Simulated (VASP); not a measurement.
Input of a VASP 6.6.1 run:

INCAR

```
SYSTEM = PbSe
ALGO = Normal
EDIFF = 1E-6
ENCUT = 500
GGA = PE
GGA_COMPAT = .False.
ISIF = 2
ISMEAR = 0
LASPH = .True.
LCHARG = .True.
LELF = .True.
LREAL = .False.
LVHAR = .True.
LWAVE = .False.
NBANDS = 17
NELM = 120
PREC = Accurate
SIGMA = 0.05
```

The input KPOINTS:

```
k-points
0
Gamma
  6 6 6
  0 0 0
```

File POSCAR:

```
PbSe
1.0
    0.0000000000      3.0842268718      3.0842268718
    3.0842268718      0.0000000000      3.0842268718
    3.0842268718      3.0842268718      0.0000000000
Pb Se
1 1
Direct
    0.5000000000      0.5000000000      0.5000000000
    0.0000000000      0.0000000000      0.0000000000
```

Potentials or basis: VASP PAW PBE potentials, release 64 (Pb_d, Se).

Command:

```sh
$ cat potpaw_PBE.64/Pb_d/POTCAR potpaw_PBE.64/Se/POTCAR > POTCAR
$ mpirun -np 1 vasp_std > vasp.out
```

(1) Estimate the pressure.

(2) What does it give for the band gap on the k mesh?

Results:

(1) 1.1 GPa.

(2) 0.37 eV, direct.

Caveat: spin-orbit coupling is left out, which moves the levels of the heavy elements.
